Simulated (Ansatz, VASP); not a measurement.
**Two plane-wave programs on MgS**

```
Mg S
1.0
     0.00000    2.56540    2.60551
     2.56540    0.00000    2.60551
     2.56540    2.56540    0.00000
Mg S
1 1
Cartesian
  0.0000 0.0000 0.0000
  2.5654 2.5654 2.6055
```

Change from the starting cell: strained cell.

Alike in both runs: task relaxation of the atoms; functional PBEsol; k mesh 6 × 6 × 6; occupations gaussian, width 0.02 eV; no spin polarisation.

|  | VASP | Ansatz |
| --- | --- | --- |
| version | VASP 6.6.1 | Ansatz 0.2.0 |
| potentials or method | VASP PAW PBE potentials, release 64 (Mg, S), cutoff 520 eV | scalar-relativistic, plane waves, PAW |
| valence electrons in the cell | 8 | 16 |

Ansatz gave:

* gap on the k mesh at the Fermi level, each at its own relaxed structure (eV): 2.68

**Question.** Estimate VASP's values.

**Answer.** gap on the k mesh at the Fermi level, each at its own relaxed structure (eV): 2.69.

VASP's potentials were made for PBE, not for PBEsol. VASP's potentials hold 8 valence electrons a cell and Ansatz's 16, so a difference there can come from the potentials and not from the codes. Ansatz's warnings: stress scf threshold loose.

Noted on VASP's run: the relaxation stopped at its first step, so nothing moved.
